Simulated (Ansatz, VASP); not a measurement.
# Two plane-wave programs on SnO2

Contents of INCAR:

```
SYSTEM = SnO2
PREC = Accurate
ENCUT = 520
EDIFF = 1E-7
ISMEAR = 0
SIGMA = 0.02
LREAL = .False.
LASPH = .True.
NELM = 80
ALGO = Normal
ISIF = 2
LWAVE = .False.
LCHARG = .False.
GGA = PE
NBANDS = 35
```

Contents of KPOINTS:

```
regular mesh
0
Gamma
  6 6 8
  0 0 0
```

File POSCAR:

```
SnO2
1.0
    4.8271899931      0.0000000000      0.0000000000
    0.0000000000      4.8271899931      0.0000000000
    0.0000000000      0.0000000000      3.2381523548
Sn O
2 4
Direct
    0.5000000000      0.5000000000      0.5000000000
    0.0000000000      0.0000000000      0.0000000000
    0.1934234795      0.8065765205      0.5000000000
    0.8065765205      0.1934234795      0.5000000000
    0.3065765205      0.3065765205      0.0000000000
    0.6934234795      0.6934234795      0.0000000000
```

Input for Ansatz:

```yaml
crystal:
  lattice:
    - [4.8271899931, 0.0, 0.0]
    - [0.0, 4.8271899931, 0.0]
    - [0.0, 0.0, 3.2381523548]
  atoms:
    - { symbol: Sn, position: [0.5, 0.5, 0.5] }
    - { symbol: Sn, position: [0.0, 0.0, 0.0] }
    - { symbol: O, position: [0.1934234795, 0.8065765205, 0.5] }
    - { symbol: O, position: [0.8065765205, 0.1934234795, 0.5] }
    - { symbol: O, position: [0.3065765205, 0.3065765205, 0.0] }
    - { symbol: O, position: [0.6934234795, 0.6934234795, 0.0] }
basis:
  ecutwfc: 420
  xc_grid: 2
kpoints:
  mp_grid: { grid: [6, 6, 8] }
  band_path: { path: [VBM, CBM], npoints: 2 }
hamiltonian:
  xc: pbe
scf:
  occupations: { method: gaussian, width: 0.02 }
output:
  forces: true
  stress: true
  eigenvalues: true
```

Alike in both runs: task single point; functional PBE; k mesh 6 × 6 × 8; occupations gaussian, width 0.02 eV; no spin polarisation.

|  | VASP | Ansatz |
| --- | --- | --- |
| version | VASP 6.6.1 | Ansatz 0.2.0 |
| potentials or method | VASP PAW PBE potentials, release 64 (Sn_d, O), cutoff 520 eV | scalar-relativistic, plane waves, PAW |
| valence electrons in the cell | 52 | 52 |

Ansatz gave:

| Quantity | Value |
| --- | --- |
| gap on the k mesh at the Fermi level (eV) | 0.68 |
| least direct gap on the mesh (eV) | 0.68 |
| pressure (GPa) | 0.0 |
| traceless stress, the component that is largest in VASP (GPa) | -0.01 |
| rms of the force components (eV/Å) | 0.000 |

**Question.** Estimate VASP's values.

**Answer.** gap on the k mesh at the Fermi level (eV): 0.67; least direct gap on the mesh (eV): 0.67; pressure (GPa): 0.6; traceless stress, the component that is largest in VASP (GPa): 0.19; rms of the force components (eV/Å): 0.008.

Atom by atom the forces differ by 0.008 eV/Å (rms over components).
